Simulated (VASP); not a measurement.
**Al: relaxation of the atoms with PBE**

The system is Al, a slab with vacuum.

```
Al
1.0
     5.71352    0.00000    0.00000
     0.00000    8.08013    0.00000
     0.00000    0.00000   19.74328
Al
17
Direct
  0.25000 0.25000 0.20260
  0.25000 0.75000 0.20260
  0.75000 0.25000 0.20260
  0.75000 0.75000 0.20260
  0.00000 0.00000 0.27495
  0.00000 0.50000 0.27495
  0.50000 0.00000 0.27495
  0.50000 0.50000 0.27495
  0.25000 0.25000 0.34955
  0.25000 0.75000 0.34955
  0.75000 0.25000 0.34955
  0.75000 0.75000 0.34955
  0.00000 0.00000 0.41752
  0.00000 0.50000 0.41752
  0.50000 0.00000 0.41752
  0.50000 0.50000 0.41752
  0.25000 0.00000 0.52604
```

```json
{
  "Program": "VASP 6.6.1",
  "Task": "relaxation of the atoms",
  "Functional": "PBE",
  "Potentials or basis": "VASP PAW PBE potentials, release 64 (Al)",
  "Cutoff": "520 eV",
  "k mesh": "5 × 4 × 1",
  "Occupations": "gaussian, width 0.1 eV",
  "Spin": "no spin polarisation",
  "Dipole correction": "yes",
  "Atoms held fixed (from 0)": "[0, 1, 2, 3, 4, 5, 6, 7, 8, 9, 10, 11, 12, 13, 14, 15]",
  "Further INCAR settings": "LREAL = Auto; ALGO = Fast; EDIFF = 1e-06; IBRION = 2; EDIFFG = -0.025; NSW = 36",
  "Atoms held along some axes (from 0)": "atom 16 along a and b"
}
```

```
Energy gained by relaxing : 2.7 meV/atom
Ionic steps               : 4
Band gap on the k mesh    : zero (an odd number of electrons rules out a gap without spin polarisation)
```

Step by step:
| step | energy change (eV) | largest force on free atoms (eV/Å) | pressure (GPa) |
| --- | --- | --- | --- |
| 1 | 0.0000 | 0.6600 | -0.73 |
| 2 | -0.0182 | 0.4906 | -0.76 |
| 3 | -0.0445 | 0.0946 | -0.84 |
| 4 | -0.0456 | 0.0073 | -0.86 |

Final structure:
```
Al
1.0
     5.71352    0.00000    0.00000
     0.00000    8.08013    0.00000
     0.00000    0.00000   19.74328
Al
17
Direct
  0.25000 0.25000 0.20260
  0.25000 0.75000 0.20260
  0.75000 0.25000 0.20260
  0.75000 0.75000 0.20260
  0.00000 0.00000 0.27495
  0.00000 0.50000 0.27495
  0.50000 0.00000 0.27495
  0.50000 0.50000 0.27495
  0.25000 0.25000 0.34955
  0.25000 0.75000 0.34955
  0.75000 0.25000 0.34955
  0.75000 0.75000 0.34955
  0.00000 0.00000 0.41752
  0.00000 0.50000 0.41752
  0.50000 0.00000 0.41752
  0.50000 0.50000 0.41752
  0.25000 0.00000 0.53344
```

Levels at points of the mesh, in eV from the Fermi level:
| k point | band 23 | band 24 | band 25 | band 26 | band 27 | band 28 |
| --- | --- | --- | --- | --- | --- | --- |
| (0.00, 0.00, 0.00) | -1.00 | -0.82 | -0.49 | -0.46 | -0.19 | 0.18 |
| (0.00, 0.50, 0.00) | -0.85 | -0.85 | -0.68 | -0.56 | 0.09 | 0.25 |

Wall time 13 min on 4 MPI ranks on Oxide Virtual Turin-like Processor (shared host), peak memory 0.92 GiB a rank.
